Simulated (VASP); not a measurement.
# ZrN (Fm-3m) in VASP: a series of runs

Runs on ZrN. Level: PBE. Tasks: single point.

Everything below comes from runs of VASP 6.6.1. Logs are shortened: lines on timing, memory, paths and dates and some standing lists are left out, and cuts for length are marked.

### Step 1. The cell of the first run

The structure is cubic, space group Fm-3m (No. 225). The conventional cell has a = 4.663 Å, b = 4.663 Å, c = 4.663 Å, α = 90.00°, β = 90.00°, γ = 90.00°. Zr (site symmetry m-3m) has 6 N at 2.33 Å within 3.1 Å. N (site symmetry m-3m) has 6 Zr at 2.33 Å within 3.1 Å.

### Step 2. Single point, PBE

The input, INCAR:

```
PREC = Accurate
ENCUT = 600
EDIFF = 1E-6
ISMEAR = 0
SIGMA = 0.1
LREAL = F
LASPH = T
NELM = 120
ALGO = Normal
ISIF = 2
LWAVE = F
LCHARG = F
GGA = PE
NBANDS = 16
GGA_COMPAT = F
```

The input, KPOINTS:

```
Automatic mesh
0
Gamma
  6 6 6
```

The input, POSCAR:

```
ZrN
1.0
    0.0000000000      2.3312803990      2.3312803990
    2.3312803990      0.0000000000      2.3312803990
    2.3312803990      2.3312803990      0.0000000000
Zr N
1 1
Direct
    0.5000000000      0.5000000000      0.5000000000
    0.0000000000      0.0000000000      0.0000000000
```

Potentials or basis: VASP PAW PBE potentials, release 64 (Zr_sv, N).

Command:

```console
$ cat potpaw_PBE.64/Zr_sv/POTCAR potpaw_PBE.64/N/POTCAR > POTCAR
$ mpirun -np 1 vasp_std > vasp.out
```

OUTCAR:

```text
PREC = Accurate
   ENCUT = 600
   EDIFF = 1E-6
   ISMEAR = 0
   LREAL = F
   LASPH = T
   NELM = 120
   ISIF = 2
   GGA = PE

 ion  position               nearest neighbor table
   1  0.500  0.500  0.500-   2 2.33   2 2.33   2 2.33   2 2.33   2 2.33   2 2.33
   2  0.000  0.000  0.000-   1 2.33   1 2.33   1 2.33   1 2.33   1 2.33   1 2.33

  LATTYP: Found a face centered cubic cell.
 ALAT       =     4.6625607980

  Lattice vectors:

 A1 = (   0.0000000000,   2.3312803990,   2.3312803990)
 A2 = (   2.3312803990,   0.0000000000,   2.3312803990)
 A3 = (   2.3312803990,   2.3312803990,   0.0000000000)

Analysis of symmetry for initial positions (statically):
=====================================================================
 Subroutine PRICEL returns:
 Original cell was already a primitive cell.

 Routine SETGRP: Setting up the symmetry group for a
 face centered cubic supercell.

 Subroutine GETGRP returns: Found 48 space group operations
 (whereof 48 operations were pure point group operations)
 out of a pool of 48 trial point group operations.

The static configuration has the point symmetry O_h .

Analysis of symmetry for dynamics (positions and initial velocities):
=====================================================================
 Subroutine PRICEL returns:
 Original cell was already a primitive cell.

 Routine SETGRP: Setting up the symmetry group for a
 face centered cubic supercell.

 Subroutine GETGRP returns: Found 48 space group operations
 (whereof 48 operations were pure point group operations)
 out of a pool of 48 trial point group operations.

The dynamic configuration has the point symmetry O_h .

 Subroutine INISYM returns: Found 48 space group operations
 (whereof 48 operations are pure point group operations),
 and found     1 'primitive' translations

----------------------------------------------------------------------------------------

                                     Primitive cell

  volume of cell :      25.3404

  direct lattice vectors                    reciprocal lattice vectors
     0.000000000  2.331280399  2.331280399    -0.214474415  0.214474415  0.214474415
     2.331280399  0.000000000  2.331280399     0.214474415 -0.214474415  0.214474415
     2.331280399  2.331280399  0.000000000     0.214474415  0.214474415 -0.214474415

  length of vectors
     3.296928358  3.296928358  3.296928358     0.371480584  0.371480584  0.371480584

  position of ions in fractional coordinates (direct lattice)
     0.500000000  0.500000000  0.500000000
     0.000000000  0.000000000  0.000000000

  ion indices of the primitive-cell ions
   primitive index   ion index
                 1           1
                 2           2

----------------------------------------------------------------------------------------

 KPOINTS: Automatic mesh

Automatic generation of k-mesh.
 Grid dimensions read from file:
 generate k-points for:    6    6    6

 Generating k-lattice:

  Cartesian coordinates                     Fractional coordinates (reciprocal lattice)
    -0.035745736  0.035745736  0.035745736     0.166666667  0.000000000  0.000000000
     0.035745736 -0.035745736  0.035745736     0.000000000  0.166666667  0.000000000
     0.035745736  0.035745736 -0.035745736     0.000000000  0.000000000  0.166666667

  Length of vectors
     0.061913431  0.061913431  0.061913431

  Shift w.r.t. Gamma in fractional coordinates (k-lattice)
     0.000000000  0.000000000  0.000000000

 Subroutine IBZKPT returns following result:
 ===========================================

 Found     16 irreducible k-points:

 Following reciprocal coordinates:
            Coordinates               Weight
  0.000000  0.000000  0.000000      1.000000
  0.166667  0.000000  0.000000      8.000000
  0.333333  0.000000  0.000000      8.000000
  0.500000  0.000000  0.000000      4.000000
  0.166667  0.166667  0.000000      6.000000
  0.333333  0.166667  0.000000     24.000000
[... 8 lines left out ...]
 -0.333333  0.333333  0.166667     24.000000
 -0.333333  0.500000  0.166667     12.000000
   k-points           NKPTS =     16   k-points in BZ     NKDIM =     16   number of bands    NBANDS=     16
   number of dos      NEDOS =    301   number of ions     NIONS =      2
   total plane-waves  NPLWV =  21952
   dimension x,y,z NGX =    28 NGY =   28 NGZ =   28
   dimension x,y,z NGXF=    56 NGYF=   56 NGZF=   56
   ions per type =               1   1
   NGX,Y,Z   is equivalent  to a cutoff of  14.12, 14.12, 14.12 a.u.
   NGXF,Y,Z  is equivalent  to a cutoff of  28.24, 28.24, 28.24 a.u.
 SYSTEM =  unknown system
   PREC   = accura    normal or accurate (medium, high low for compatibility)
   ISTART =      0    job   : 0-new  1-cont  2-samecut
   ICHARG =      2    charge: 1-file 2-atom 10-const
   ISPIN  =      1    spin polarized calculation?
   LNONCOLLINEAR =      F non collinear calculations
   LSORBIT =      F    spin-orbit coupling
   LASPH  =      T    aspherical Exc in radial PAW
   ENCUT  =  600.0 eV  44.10 Ry    6.64 a.u.   6.58  6.58  6.58*2*pi/ulx,y,z
   NELM   =    120;   NELMIN=  2; NELMDL= -5     # of ELM steps
   EDIFF  = 0.1E-05   stopping-criterion for ELM
   LREAL  =      F    real-space projection
   EDIFFG = 0.1E-04   stopping-criterion for IOM
   NSW    =      0    number of steps for IOM
   IBRION =     -1    ionic relax: 0-MD 1-quasi-New 2-CG
   NFREE  =      0    steps in history (QN), initial steepest desc. (CG)
   ISIF   =      2    stress and relaxation
   ISYM   =      2    0-nonsym 1-usesym 2-fastsym
   POTIM  = 0.5000    time-step for ionic-motion
   TEBEG  =    0.0;   TEEND  =   0.0 temperature during run
   PSTRESS=    0.0 pullay stress
   NELECT =      17.0000    total number of electrons
   NUPDOWN=      -1.0000    fix difference up-down
   EMIN   =  10.00;   EMAX   =-10.00  energy-range for DOS
   EFERMI =   0.00;   METHOD = LEGACY
   ISMEAR =     0;   SIGMA  =   0.10  broadening in eV -4-tet -1-fermi 0-gaus
   EFERMI_NEDOS =   21; number of points for ismear=-14 and -15
   IALGO  =     38    algorithm
   IMIX   =      4    mixing-type and parameters
     AMIX     =   0.40;   BMIX     =  1.00
     AMIX_MAG =   1.60;   BMIX_MAG =  1.00
  volume/ion in A,a.u.               =      12.67        85.50
  Fermi-wavevector in a.u.,A,eV,Ry     =   1.433133  2.708229 27.944617  2.053871
  Thomas-Fermi vector in A             =   2.552685
   LORBIT       =      0    0 simple, 1 ext, 2 COOP (PROOUT), +10 PAW based schemes
   GGA     = PE    functional components
   LHFCALC =     F    Hartree Fock is set to
   AEXX    =    0.0000 exact exchange contribution
   IVDW    =     0    specifies the selected vdW correction
   LEPSILON=     F    determine dielectric tensor
   LRPA    =     F    only Hartree local field effects (RPA)
 non-spin polarized calculation
 Gauss-broadening in eV      SIGMA  =   0.10
  energy-cutoff  :      600.00
  volume of cell :       25.34
 maximum number of plane-waves:       869
 NGX is ok and might be reduce to    28
   NGX = 13   NGY = 13   NGZ = 13

 number of electron      17.0000000 magnetization

 Free energy of the ion-electron system (eV)
  ---------------------------------------------------
  ext. energy  EPLUGINS =         0.00000000
  ---------------------------------------------------
  free energy    TOTEN  =       -20.37012740 eV

  energy without entropy =      -20.36773446  energy(sigma->0) =      -20.36893093

 E-fermi :  11.4821     XC(G=0): -12.2427

 val. band max:       11.4444359911   @ k =   0.1667   0.0000   0.0000
 cond. band min:      11.6226562449   @ k =   0.1667   0.0000   0.0000
 fundamental gap:      0.1782202538
 Fermi energy:        11.4821463648

 k-point     1 :       0.0000    0.0000    0.0000
  band No.  band energies     occupation
      1     -38.4235      2.00000
      2     -16.0885      2.00000
      3     -16.0885      2.00000
      4     -16.0885      2.00000
      5      -4.7101      2.00000
      6       8.7595      2.00000
[... 8 lines left out ...]
     15      20.4398      0.00000
     16      32.8992      0.00000

 k-point     2 :       0.1667    0.0000    0.0000
  band No.  band energies     occupation
      1     -38.3957      2.00000
      2     -16.3469      2.00000
      3     -16.1090      2.00000
      4     -16.1090      2.00000
      5      -4.2438      2.00000
      6       7.0542      2.00000
[... 8 lines left out ...]
     15      21.9751      0.00000
     16      29.3393      0.00000

 k-point     3 :       0.3333    0.0000    0.0000
  band No.  band energies     occupation
      1     -38.3396      2.00000
      2     -16.8258      2.00000
      3     -16.1496      2.00000
      4     -16.1496      2.00000
      5      -3.2714      2.00000
      6       4.8674      2.00000
[... 8 lines left out ...]
     15      23.1942      0.00000
     16      25.6241      0.00000

 k-point     4 :       0.5000    0.0000    0.0000
  band No.  band energies     occupation
      1     -38.3113      2.00000
      2     -17.0496      2.00000
      3     -16.1697      2.00000
      4     -16.1697      2.00000
      5      -2.7350      2.00000
      6       3.9295      2.00000
[... 8 lines left out ...]
     15      23.2616      0.00000
     16      23.2616      0.00000
[... 172 lines left out ...]
 k-point    14 :       0.5000    0.3333    0.1667
  band No.  band energies     occupation
      1     -38.3028      2.00000
      2     -16.7676      2.00000
      3     -16.4238      2.00000
      4     -16.2581      2.00000
      5      -3.4880      2.00000
      6       5.3483      2.00000
[... 8 lines left out ...]
     15      22.7565      0.00000
     16      23.8788      0.00000

 k-point    15 :      -0.3333    0.3333    0.1667
  band No.  band energies     occupation
      1     -38.2841      2.00000
      2     -16.7887      2.00000
      3     -16.5170      2.00000
      4     -16.3139      2.00000
      5      -3.4231      2.00000
      6       5.4175      2.00000
[... 8 lines left out ...]
     15      22.1695      0.00000
     16      23.3767      0.00000

 k-point    16 :      -0.3333    0.5000    0.1667
  band No.  band energies     occupation
      1     -38.2751      2.00000
      2     -16.7451      2.00000
      3     -16.5087      2.00000
      4     -16.4232      2.00000
      5      -3.7673      2.00000
      6       6.5557      2.00000
[... 8 lines left out ...]
     15      21.4239      0.00000
     16      24.2146      0.00000

------------------------ aborting loop because EDIFF is reached ----------------------------------------

  FORCE on cell =-STRESS in cart. coord.  units (eV):
  Direction    XX          YY          ZZ          XY          YZ          ZX
  --------------------------------------------------------------------------------------
  -------------------------------------------------------------------------------------
  Total       -1.5905620     -1.5905620     -1.5905620      0.0000000      0.0000000      0.0000000
  in kB     -100.5651819   -100.5651819   -100.5651819      0.0000000      0.0000000      0.0000000
  external PRESSURE =    -100.5651819 kB  Pullay stress =       0.0000000 kB

 VOLUME and BASIS-vectors are now :
 -----------------------------------------------------------------------------
  energy-cutoff  :      600.00
  volume of cell :       25.34
      direct lattice vectors                 reciprocal lattice vectors
     0.000000000  2.331280399  2.331280399    -0.214474415  0.214474415  0.214474415
     2.331280399  0.000000000  2.331280399     0.214474415 -0.214474415  0.214474415
     2.331280399  2.331280399  0.000000000     0.214474415  0.214474415 -0.214474415

 POSITION                                       TOTAL-FORCE (eV/Angst)
 -----------------------------------------------------------------------------------
      2.33128      2.33128      2.33128         0.000000      0.000000      0.000000
      0.00000      0.00000      0.00000        -0.000000     -0.000000     -0.000000
 -----------------------------------------------------------------------------------
    total drift:                                0.000000      0.000000      0.000000

  FREE ENERGIE OF THE ION-ELECTRON SYSTEM (eV)
  ---------------------------------------------------
  free  energy   TOTEN  =       -20.3701273979 eV

  energy  without entropy=      -20.3677344622  energy(sigma->0) =      -20.36893093
```

It took 10 s on 1 thread of AMD EPYC 7R43 (Zen 3), shared host; peak memory 0.12 GiB.

Results:

```yaml
Free_energy: -20.3701 eV
Pressure: -10.1 GPa
Band_gap_on_the_k_mesh: zero (an odd number of electrons rules out a gap without spin polarisation)
```

Caveat: the k points lie up to 0.39 Å⁻¹ apart, too coarse for converged energies and pressures of a metal.

[end of part 1 of 2]
